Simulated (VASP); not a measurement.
# PbS (Galena) (Fm-3m) in VASP: settings compared

The runs below take PbS (Galena) through relaxation of cell and atoms, single point, with PBEsol+D4, PBE.

All numbers are computed with VASP 6.6.1; they aren't measurements. Logs are shortened: lines on timing, memory, paths and dates and some standing lists are left out, and cuts for length are marked.

### 1 The cell of the first run

It takes space group Fm-3m (No. 225, cubic). Conventional cell: a = 5.931 Å, b = 5.931 Å, c = 5.931 Å, α = 90.00°, β = 90.00°, γ = 90.00°. Pb (site symmetry m-3m) has 6 S at 2.97 Å within 3.9 Å. Within 3.9 Å of S (site symmetry m-3m) lie 6 Pb at 2.97 Å.

### 2 Relaxation of cell and atoms, PBEsol+D4

Input file INCAR:

```
PREC = Accurate ; ENCUT = 600
EDIFF = 1E-7 ; ISMEAR = -1
SIGMA = 0.05 ; LREAL = False
LASPH = True ; NELM = 60
ALGO = Normal ; ISIF = 3
LWAVE = False ; LCHARG = False
GGA = PS ; IVDW = 13
IBRION = 2 ; NSW = 60
EDIFFG = -0.01
```

Input file KPOINTS:

```
regular mesh
0
Gamma
  8 8 8
```

Input file POSCAR:

```
PbS
1.0
    0.0000000000      2.9657500000      2.9657500000
    2.9657500000      0.0000000000      2.9657500000
    2.9657500000      2.9657500000      0.0000000000
Pb S
1 1
Direct
    0.0000000000      0.0000000000      0.0000000000
    0.5000000000      0.5000000000      0.5000000000
```

Potentials or basis: VASP PAW PBE potentials, release 64 (Pb_d, S).

Run with:

```
$ cat potpaw_PBE.64/Pb_d/POTCAR potpaw_PBE.64/S/POTCAR > POTCAR
$ mpirun -np 1 vasp_std > vasp.out
```

OUTCAR:

```text
PREC = Accurate
   ENCUT = 600
   EDIFF = 1E-7
   ISMEAR = -1
   LREAL = False
   LASPH = True
   NELM = 60
   ISIF = 3
   GGA = PS
   IVDW = 13
   IBRION = 2
   NSW = 60
   EDIFFG = -0.01

 ion  position               nearest neighbor table
   1  0.000  0.000  0.000-   2 2.97   2 2.97   2 2.97   2 2.97   2 2.97   2 2.97
   2  0.500  0.500  0.500-   1 2.97   1 2.97   1 2.97   1 2.97   1 2.97   1 2.97

  LATTYP: Found a face centered cubic cell.
 ALAT       =     5.9315000000

  Lattice vectors:

 A1 = (   0.0000000000,   2.9657500000,   2.9657500000)
 A2 = (   2.9657500000,   0.0000000000,   2.9657500000)
 A3 = (   2.9657500000,   2.9657500000,   0.0000000000)

Analysis of symmetry for initial positions (statically):
=====================================================================
 Subroutine PRICEL returns:
 Original cell was already a primitive cell.

 Routine SETGRP: Setting up the symmetry group for a
 face centered cubic supercell.

 Subroutine GETGRP returns: Found 48 space group operations
 (whereof 48 operations were pure point group operations)
 out of a pool of 48 trial point group operations.

The static configuration has the point symmetry O_h .

Analysis of symmetry for dynamics (positions and initial velocities):
=====================================================================
 Subroutine PRICEL returns:
 Original cell was already a primitive cell.

 Routine SETGRP: Setting up the symmetry group for a
 face centered cubic supercell.

 Subroutine GETGRP returns: Found 48 space group operations
 (whereof 48 operations were pure point group operations)
 out of a pool of 48 trial point group operations.

The dynamic configuration has the point symmetry O_h .

 Subroutine INISYM returns: Found 48 space group operations
 (whereof 48 operations are pure point group operations),
 and found     1 'primitive' translations

----------------------------------------------------------------------------------------

                                     Primitive cell

  volume of cell :      52.1715

  direct lattice vectors                    reciprocal lattice vectors
     0.000000000  2.965750000  2.965750000    -0.168591419  0.168591419  0.168591419
     2.965750000  0.000000000  2.965750000     0.168591419 -0.168591419  0.168591419
     2.965750000  2.965750000  0.000000000     0.168591419  0.168591419 -0.168591419

  length of vectors
     4.194203873  4.194203873  4.194203873     0.292008903  0.292008903  0.292008903

  position of ions in fractional coordinates (direct lattice)
     0.000000000  0.000000000  0.000000000
     0.500000000  0.500000000  0.500000000
[... 71 lines left out ...]
   ISPIN  =      1    spin polarized calculation?
   LNONCOLLINEAR =      F non collinear calculations
   LSORBIT =      F    spin-orbit coupling
   LASPH  =      T    aspherical Exc in radial PAW
   ENCUT  =  600.0 eV  44.10 Ry    6.64 a.u.   8.38  8.38  8.38*2*pi/ulx,y,z
   NELM   =     60;   NELMIN=  2; NELMDL= -5     # of ELM steps
   EDIFF  = 0.1E-06   stopping-criterion for ELM
   LREAL  =      F    real-space projection
   EDIFFG = -.1E-01   stopping-criterion for IOM
   NSW    =     60    number of steps for IOM
   IBRION =      2    ionic relax: 0-MD 1-quasi-New 2-CG
   NFREE  =      1    steps in history (QN), initial steepest desc. (CG)
   ISIF   =      3    stress and relaxation
   ISYM   =      2    0-nonsym 1-usesym 2-fastsym
   POTIM  = 0.5000    time-step for ionic-motion
   TEBEG  =    0.0;   TEEND  =   0.0 temperature during run
   PSTRESS=    0.0 pullay stress
   NELECT =      20.0000    total number of electrons
   NUPDOWN=      -1.0000    fix difference up-down
   EMIN   =  10.00;   EMAX   =-10.00  energy-range for DOS
   EFERMI =   0.00;   METHOD = LEGACY
   ISMEAR =    -1;   SIGMA  =   0.05  broadening in eV -4-tet -1-fermi 0-gaus
   EFERMI_NEDOS =   21; number of points for ismear=-14 and -15
   IALGO  =     38    algorithm
   IMIX   =      4    mixing-type and parameters
     AMIX     =   0.40;   BMIX     =  1.00
     AMIX_MAG =   1.60;   BMIX_MAG =  1.00
  volume/ion in A,a.u.               =      26.09       176.04
  Fermi-wavevector in a.u.,A,eV,Ry     =   1.189251  2.247359 19.242973  1.414319
  Thomas-Fermi vector in A             =   2.325363
   LORBIT       =      0    0 simple, 1 ext, 2 COOP (PROOUT), +10 PAW based schemes
   GGA     = PS    functional components
   LHFCALC =     F    Hartree Fock is set to
   AEXX    =    0.0000 exact exchange contribution
   IVDW    =    13    specifies the selected vdW correction
   LEPSILON=     F    determine dielectric tensor
   LRPA    =     F    only Hartree local field effects (RPA)
 conjugate gradient relaxation of ions
 non-spin polarized calculation
  energy-cutoff  :      600.00
  volume of cell :       52.17
 maximum number of plane-waves:      1807
 NGX is ok and might be reduce to    36
   NGX = 17   NGY = 17   NGZ = 17

--------------------------------------- Ionic step        1  -------------------------------------------

 number of electron      20.0000002 magnetization

 Free energy of the ion-electron system (eV)
  ---------------------------------------------------
  ext. energy  EPLUGINS =         0.00000000
  ---------------------------------------------------
  free energy    TOTEN  =        -9.45605953 eV

  energy without entropy =       -9.45565371  energy(sigma->0) =       -9.45585662

 E-fermi :   5.8145     XC(G=0):  -9.8875

 val. band max:        5.6868832879   @ k =   0.5000   0.0000   0.0000
 cond. band min:       5.9420194821   @ k =   0.5000   0.0000   0.0000
 fundamental gap:      0.2551361942
 Fermi energy:         5.8144545487

 k-point     1 :       0.0000    0.0000    0.0000
  band No.  band energies     occupation
      1     -11.0551      2.00000
      2     -11.0551      2.00000
      3     -11.0551      2.00000
      4     -11.0418      2.00000
      5     -11.0418      2.00000
      6      -7.9161      2.00000
      7      -0.3705      2.00000
      8       3.5167      2.00000
      9       3.5167      2.00000
     10       3.5167      2.00000
     11      10.8480      0.00000
     12      10.8480      0.00000
     13      10.8480      0.00000
     14      12.3318      0.00000
[... 470 lines left out ...]
--------------------------------------- Ionic step        3  -------------------------------------------

 number of electron      20.0000001 magnetization

 Free energy of the ion-electron system (eV)
  ---------------------------------------------------
  ext. energy  EPLUGINS =         0.00000000
  ---------------------------------------------------
  free energy    TOTEN  =        -9.45351753 eV

  energy without entropy =       -9.45264973  energy(sigma->0) =       -9.45308363

 E-fermi :   6.2765     XC(G=0): -10.0592

 val. band max:        6.2198437089   @ k =   0.5000   0.0000   0.0000
 cond. band min:       6.3331044938   @ k =   0.5000   0.0000   0.0000
 fundamental gap:      0.1132607849
 Fermi energy:         6.2764751838

 k-point     1 :       0.0000    0.0000    0.0000
  band No.  band energies     occupation
      1     -10.6333      2.00000
      2     -10.6333      2.00000
      3     -10.6333      2.00000
      4     -10.6213      2.00000
      5     -10.6213      2.00000
      6      -7.7677      2.00000
      7       0.1849      2.00000
      8       3.8191      2.00000
      9       3.8191      2.00000
     10       3.8191      2.00000
     11      11.4426      0.00000
     12      11.4426      0.00000
     13      11.4426      0.00000
     14      12.7256      0.00000
[... 424 lines left out ...]
  FREE ENERGIE OF THE ION-ELECTRON SYSTEM (eV)
  ---------------------------------------------------
  free  energy   TOTEN  =        -9.9065891464 eV

  energy  without entropy=       -9.9057213453  energy(sigma->0) =       -9.90615525

 reached required accuracy - stopping structural energy minimisation
```

OSZICAR:

```text
N       E                     dE             d eps       ncg     rms          rms(c)
DAV:   1     0.162944529305E+03    0.16294E+03   -0.10771E+04   818   0.168E+03
DAV:   2     0.412716989395E+01   -0.15882E+03   -0.15498E+03   866   0.377E+02
DAV:   3    -0.950651561167E+01   -0.13634E+02   -0.13431E+02  1082   0.110E+02
DAV:   4    -0.984859603529E+01   -0.34208E+00   -0.34184E+00   928   0.202E+01
[... 26 lines left out ...]
DAV:   5    -0.945351806663E+01    0.23393E-06   -0.40088E-05  1048   0.783E-02    0.162E-02
DAV:   6    -0.945351685469E+01    0.12119E-05   -0.48861E-06   920   0.263E-02    0.269E-03
DAV:   7    -0.945351711261E+01   -0.25792E-06   -0.47858E-07   902   0.103E-02    0.102E-03
DAV:   8    -0.945351751233E+01   -0.39973E-06   -0.93136E-08   598   0.332E-03    0.350E-04
DAV:   9    -0.945351753276E+01   -0.20422E-07   -0.11069E-08   430   0.108E-03
   3 F= -.99065891E+01 E0= -.99061552E+01  d E =-.125558E-01
```

CONTCAR:

```text
PbS
   1.00000000000000
    -0.0000000000000000    2.9299919771908303    2.9299919771908303
     2.9299919771908303   -0.0000000000000000    2.9299919771908303
     2.9299919771908303    2.9299919771908303    0.0000000000000000
  Pb              S
     1     1
Direct
     0.0000000000000000    0.0000000000000000    0.0000000000000000
     0.5000000000000000    0.5000000000000000    0.5000000000000000

  0.00000000E+00  0.00000000E+00  0.00000000E+00
  0.00000000E+00  0.00000000E+00  0.00000000E+00
```

Run time: 56 s. Hardware: 1 thread of Intel Xeon Platinum 8488C (Sapphire Rapids), shared host; peak memory 0.21 GiB.

What came out:

* Free energy: -9.9066 eV
* Relaxed volume: 25.15 Å³/atom
* Relaxed cell: a = 4.144 Å, b = 4.144 Å, c = 4.144 Å, α = 60.00°, β = 60.00°, γ = 60.00°
* Space group after relaxing (to 0.05 Å): Fm-3m (No. 225)
* Energy gained by relaxing: 6.3 meV/atom
* Ionic steps: 3
* Pressure after relaxing: 0.0 GPa
* Band gap on the k mesh: 0.11 eV, direct
* Dispersion energy per atom: -0.227 eV

Step by step:
```
step  energy change (eV)  largest force (eV/Å)  pressure (GPa)  volume (Å³)
   1              0.0000                0.0000           -2.09        52.17
   2             -0.0108                0.0000            0.86        49.64
   3             -0.0126                0.0000            0.01        50.31
```

Final structure:
```cif
data_structure
_symmetry_space_group_name_H-M 'P 1'
_symmetry_Int_Tables_number 1
_cell_length_a 4.1436
_cell_length_b 4.1436
_cell_length_c 4.1436
_cell_angle_alpha 60.000
_cell_angle_beta 60.000
_cell_angle_gamma 60.000
_cell_volume 50.31
loop_
_atom_site_label
_atom_site_type_symbol
_atom_site_fract_x
_atom_site_fract_y
_atom_site_fract_z
_atom_site_occupancy
Pb1 Pb 0.00000 0.00000 0.00000 1
S1 S 0.50000 0.50000 0.50000 1
```

Caveat: the PAW data sets were made with another functional, which shifts forces and pressure a little; spin-orbit coupling is left out, which moves the levels of the heavy elements. A k mesh can miss the band edges.

### 3 Single point, PBE

Input file INCAR:

```
SYSTEM = PbS
ALGO = Normal
EDIFF = 1E-6
ENCUT = 520
GGA = PE
ISIF = 2
ISMEAR = 0
LASPH = .TRUE.
LCHARG = .FALSE.
LREAL = .FALSE.
LWAVE = .FALSE.
NBANDS = 17
NELM = 80
PREC = Accurate
SIGMA = 0.028999999999999998
```

Input file KPOINTS:

```
k-points
0
G
  8 8 8
  0 0 0
```

POSCAR is that of step 2.

Potentials or basis: VASP PAW PBE potentials, release 64 (Pb_d, S).

Run with:

```
$ cat potpaw_PBE.64/Pb_d/POTCAR potpaw_PBE.64/S/POTCAR > POTCAR
$ mpirun -np 1 vasp_std > vasp.out
```

It took 14 s on 1 thread of Intel Xeon Platinum 8488C (Sapphire Rapids), shared host; peak memory 0.18 GiB.

It converged, with:

```yaml
Free_energy: -8.7560 eV
Pressure: 2.1 GPa
Band_gap_on_the_k_mesh: 0.36 eV, direct
```

Levels at points of the mesh, in eV from the valence-band top:
```tsv
k point	band 7	band 8	band 9	band 10	band 11	band 12	band 13	band 14
(0.00, 0.00, 0.00)	-6.04	-2.17	-2.17	-2.17	5.21	5.21	5.21	6.73
(0.50, 0.00, 0.00)	-8.85	-1.78	-1.78	0.00	0.36	1.96	1.96	8.66
(0.50, 0.50, 0.00)	-7.20	-5.20	-3.44	-3.44	3.86	5.58	5.68	5.68
```

Caveat: spin-orbit coupling is left out, which moves the levels of the heavy elements. A k mesh can miss the band edges.
